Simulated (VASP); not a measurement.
MgO:

```xyz
2
Lattice="0.0000 2.1022 2.1022 2.1022 0.0000 2.1022 2.1022 2.1022 0.0000" Properties=species:S:1:pos:R:3 pbc="T T T"
Mg    0.0000    0.0000    0.0000
O     2.1022    2.1022    2.1022
```

Base run:

```yaml
Program: VASP 6.6.1
Functional: PBE0
Potentials_or_basis: VASP PAW PBE potentials, release 64 (Mg, O)
Cutoff: 520 eV
k_mesh: 8 × 8 × 8
Occupations: gaussian, width 0.01 eV
Spin: no spin polarisation
```

Its results: band gap on the k mesh 7.24 eV; pressure -0.6 GPa.

Question: The run is repeated on the same cell with these changes: functional from PBE0 to HSE06. What comes out?

Answer: Band gap on the k mesh 6.50 eV; pressure -0.6 GPa.

Caveats: the PAW data sets were made with another functional, which shifts forces and pressure a little.

